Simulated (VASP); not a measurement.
CoO:

```
Co O
1.0
     0.00000    2.13150    2.13150
     2.13150    0.00000    2.13150
     2.13150    2.13150    0.00000
Co O
1 1
Direct
  0.00000 0.00000 0.00000
  0.50000 0.50000 0.50000
```

Base run:

| Item | Value |
| --- | --- |
| Program | VASP 6.6.1 |
| Functional | LDA |
| Potentials or basis | VASP PAW LDA potentials, release 64 (Co_sv, O_h) |
| Cutoff | 1340 eV |
| k mesh | 8 × 8 × 8 |
| Occupations | gaussian, width 0.05 eV |
| Spin | collinear spin, ferromagnetic start |
| Starting moments | [1.5, 0.0] μB |
| Fixed moment | 1.5 μB |
| Hubbard terms | Co d U = 4.0 eV |

Its results: pressure -26.2 GPa; site moments Co +1.57; O -0.08 μB.

Task: The run is repeated on the same cell with these changes: fixed moment from 1.5 μB to 0.75 μB; moments at the start from [1.5, 0.0] to [0.75, 0.0]. What comes out?

Result: Pressure -32.0 GPa; site moments Co +0.85; O -0.09 μB.

Caveats: the cell stands under tension; the total moment is fixed, so each spin has its own Fermi level and the state may be an excited one; a cell with one magnetic atom can't hold antiferromagnetic order, which such compounds often take.
